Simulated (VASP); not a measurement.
Input of a VASP 6.6.1 run:

Contents of INCAR:

```
SYSTEM = SiO2
  PREC = Accurate
  ENCUT = 600
  EDIFF = 1E-6
  ISMEAR = 0
  SIGMA = 0.02
  LREAL = .FALSE.
  LASPH = .TRUE.
  NELM = 80
  ALGO = Normal
  ISIF = 4
  LWAVE = .FALSE.
  LCHARG = .FALSE.
  GGA = PE
  IBRION = 2
  NSW = 50
  EDIFFG = -0.01
```

The input KPOINTS:

```
regular mesh
0
G
  6 6 4
  0 0 0
```

POSCAR

```
SiO2
1.0
    4.8463180847      0.0000000000      0.0000000000
   -2.4231590423      4.1970345762      0.0000000000
    0.0000000000      0.0000000000      5.4543305143
Si O
3 6
Direct
    0.0000000000      0.5000000000      0.3333333333
    0.5000000000      0.5000000000      0.6666666667
    0.5000000000      0.0000000000      0.0000000000
    0.6013908948      0.8006954474      0.8333333333
    0.8006954474      0.6013908948      0.5000000000
    0.8006954474      0.1993045526      0.1666666667
    0.3986091052      0.1993045526      0.8333333333
    0.1993045526      0.3986091052      0.5000000000
    0.1993045526      0.8006954474      0.1666666667
```

Potentials or basis: VASP PAW PBE potentials, release 64 (Si, O).

The run is started by

```bash
$ cat potpaw_PBE.64/Si/POTCAR potpaw_PBE.64/O/POTCAR > POTCAR
$ mpirun -np 1 vasp_std > vasp.out
```

(1) Estimate the band gap on the k mesh.

## Answers

(1) 5.86 eV (least direct gap 5.89 eV).
